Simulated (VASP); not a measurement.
Input of a VASP 6.6.1 run:

Contents of INCAR:

```
PREC = Accurate ; ENCUT = 520
EDIFF = 1E-6 ; ISMEAR = 0
SIGMA = 0.1 ; LREAL = False
LASPH = True ; NELM = 80
ALGO = Normal ; ISIF = 2
LWAVE = False ; LCHARG = True
GGA = PE ; LELF = True
LVHAR = True ; NBANDS = 54
```

File KPOINTS:

```
Automatic mesh
0
Gamma
  8 8 8
```

POSCAR

```
Sc4Nb3C
1.0
    5.4018003595      0.0000000000      0.0000000000
    0.0000000000      5.4018003595      0.0000000000
    0.0000000000      0.0000000000      5.4018003595
Sc Nb C
4 3 1
Direct
    0.3156505856      0.3156505856      0.3156505856
    0.3156505856      0.6843494144      0.6843494144
    0.6843494144      0.6843494144      0.3156505856
    0.6843494144      0.3156505856      0.6843494144
    0.5000000000      0.0000000000      0.0000000000
    0.0000000000      0.5000000000      0.0000000000
    0.0000000000      0.0000000000      0.5000000000
    0.0000000000      0.0000000000      0.0000000000
```

Potentials or basis: VASP PAW PBE potentials, release 64 (Sc_sv, Nb_sv, C).

Command:

```bash
$ cat potpaw_PBE.64/Sc_sv/POTCAR potpaw_PBE.64/Nb_sv/POTCAR potpaw_PBE.64/C/POTCAR > POTCAR
$ mpirun -np 1 vasp_std > vasp.out
```

Predict the largest force.

0.024 eV/Å.

What does it give for the band gap on the k mesh?

Zero (an odd number of electrons rules out a gap without spin polarisation).

Forces on the atoms (eV/Å):
```
Sc   0.014  0.014  0.014
Sc   0.014 -0.014 -0.014
Sc  -0.014 -0.014  0.014
Sc  -0.014  0.014 -0.014
Nb   0.000  0.000  0.000
Nb   0.000  0.000  0.000
Nb   0.000  0.000  0.000
C    0.000  0.000  0.000
```
